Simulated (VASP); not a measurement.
Set up this calculation in VASP 6.6.1, as the native input.

| Item | Value |
| --- | --- |
| Task | relaxation of shape and atoms at fixed volume |
| Functional | PBE |
| Dispersion | D3(BJ) |
| Potentials or basis | VASP PAW PBE potentials, release 64 (Te, Mo_sv) |
| Cutoff | 600 eV |
| k mesh | 9 × 9 × 4 |
| Occupations | gaussian, width 0.02 eV |
| Spin | no spin polarisation |
| Dipole correction | no |
| Further INCAR settings | ALGO = Normal; EDIFF = 1e-06; IBRION = 2; EDIFFG = -0.01; NSW = 50; ISIF = 4 |

The structure of Te2Mo lies in POSCAR:

```
Te2Mo
1.0
    3.4356405704      0.0000000000      0.0000000000
   -1.7178202852      2.9753520122      0.0000000000
    0.0000000000      0.0000000000      7.4170830056
Te Mo
2 1
Direct
    0.3333333333      0.6666666667      0.7567261114
    0.3333333333      0.6666666667      0.2432738886
    0.0000000000      0.0000000000      0.0000000000
```

This cell differs from its parent crystal: volume scaled by 0.94.

One way to write it, as run:

INCAR

```
ALGO = Normal ; EDIFF = 1E-6
EDIFFG = -0.01 ; ENCUT = 600
GGA = PE ; IBRION = 2
ISIF = 4 ; ISMEAR = 0
IVDW = 12 ; LASPH = True
LCHARG = False ; LREAL = False
LWAVE = False ; NELM = 100
NSW = 50 ; PREC = Accurate
SIGMA = 0.02
```

KPOINTS

```
k-points
0
Gamma
  9 9 4
```

Potentials or basis: VASP PAW PBE potentials, release 64 (Te, Mo_sv).

Launch:

```console
$ cat potpaw_PBE.64/Te/POTCAR potpaw_PBE.64/Mo_sv/POTCAR > POTCAR
$ mpirun -np 1 vasp_std > vasp.out
```

Results of the run:

```json
{
  "Energy gained by relaxing": "4.7 meV/atom",
  "Ionic steps": "5",
  "Pressure after relaxing": "2.8 GPa",
  "Largest force after relaxing": "0.008 eV/Å",
  "Band gap on the k mesh": "0.84 eV, indirect (least direct gap 1.27 eV)",
  "Dispersion energy per atom": "-0.530 eV"
}
```

Caveat: spin-orbit coupling is left out, which moves the levels of the heavy elements.

Wall time 3.4 min on 1 thread of Intel(R) Xeon(R) Platinum 8259CL CPU @ 2.50GHz (Skylake/Cascade Lake), with other jobs on the host, peak memory 0.25 GiB.
